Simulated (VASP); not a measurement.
Runs of VASP 6.6.1 on Si2Ni. The structure is that of space group Fm-3m (No. 225), or close to it. The cells are those of the table. 

```tsv
task	cell	k mesh	cutoff (eV)	gap on the mesh (eV)	pressure (GPa)	relaxed volume (Å³/atom)
relaxation of cell and atoms	relaxed from a = 3.852 Å, angles 60.0°, 3 atoms	14 × 14 × 14	600	none	0.0	13.46
single point	a = 3.852 Å, angles 60.0°, 3 atoms	14 × 14 × 14	520	none	-0.2	-
relaxation of cell and atoms	relaxed from a = 3.809 Å, angles 60.0°, 3 atoms	6 × 6 × 6	600	none	0.2	(a)
single point	a = 3.852 Å, angles 60.0°, 3 atoms	6 × 6 × 6	520	none	0.1	-
```

Alike in all rows: level PBE; potentials or basis VASP PAW PBE potentials, release 64 (Si, Ni); no spin polarisation; smearing gaussian 0.1 eV.

Q: Estimate the missing entries.

A: (a) 13.49.

A gap of «none» marks levels without a gap at the run's occupations.
